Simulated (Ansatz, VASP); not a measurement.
BeS: VASP beside Ansatz

```xyz
2
Lattice="0.0000 2.3612 2.3612 2.3612 0.0000 2.3612 2.3612 2.3612 0.0000" Properties=species:S:1:pos:R:3 pbc="T T T"
Be    0.0000    0.0000    0.0000
S     1.1806    1.1806    1.1806
```

Alike in both runs: task relaxation of cell and atoms; functional PBE; k mesh 12 × 12 × 12; occupations fermi-dirac, width 0.05 eV; no spin polarisation.

|  | VASP | Ansatz |
| --- | --- | --- |
| version | VASP 6.6.1 | Ansatz 0.2.0 |
| potentials or method | VASP PAW PBE potentials, release 64 (Be, S) | PAW with Ansatz's default frozen-core files, scalar-relativistic |
| plane-wave cutoff (eV) | 600 | 420 |
| valence electrons in the cell | 8 | 8 |

```csv
,VASP,Ansatz,Ansatz less VASP
relaxed volume (Å³/atom),14.49,14.48,-0.005
relaxed cell length with the largest relative difference (Å),3.448,3.447,-0.0004
```
